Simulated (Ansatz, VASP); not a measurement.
# One calculation of Co, two programs

```
CELL_PARAMETERS angstrom
2.59457 0.00000 0.00000
-1.29729 2.24696 0.00000
0.00000 0.00000 4.09100
ATOMIC_POSITIONS crystal
Co 0.33333 0.66667 0.25000
Co 0.66667 0.33333 0.75000
```

Change from the starting cell: equal xx and yy strain of +3 %, crystal datasets.

Alike in both runs: task electric field gradients; functional PBEsol; k mesh 19 × 19 × 10; occupations fermi-dirac, width 0.05 eV; collinear spin.

|  | VASP | Ansatz |
| --- | --- | --- |
| version | VASP 6.6.1 | Ansatz 0.2.0 |
| potentials or method | VASP PAW PBE potentials, release 64 (Co), cutoff 520 eV | all-electron PAW with datasets made for the crystal, scalar-relativistic |

VASP gave:

```
pressure (GPa)                                                : -24.6
traceless stress, the component that is largest in VASP (GPa) : 3.24
net moment per atom (μB)                                      : 1.66
size of the moment on the site where the two differ most (μB) : 1.70
size of Vzz on the site where it differs most (V/Å²)          : 10.4
```

Task: What did Ansatz give for the same quantities?

Result: Pressure (GPa): -24.4; traceless stress, the component that is largest in VASP (GPa): 3.48; net moment per atom (μB): 1.67; size of the moment on the site where the two differ most (μB): 1.75; size of Vzz on the site where it differs most (V/Å²): 9.0.

VASP's potentials were made for PBE, not for PBEsol. Site moments also hang on the region over which each program counts them. Ansatz ran all-electron here, and VASP with PAW potentials.
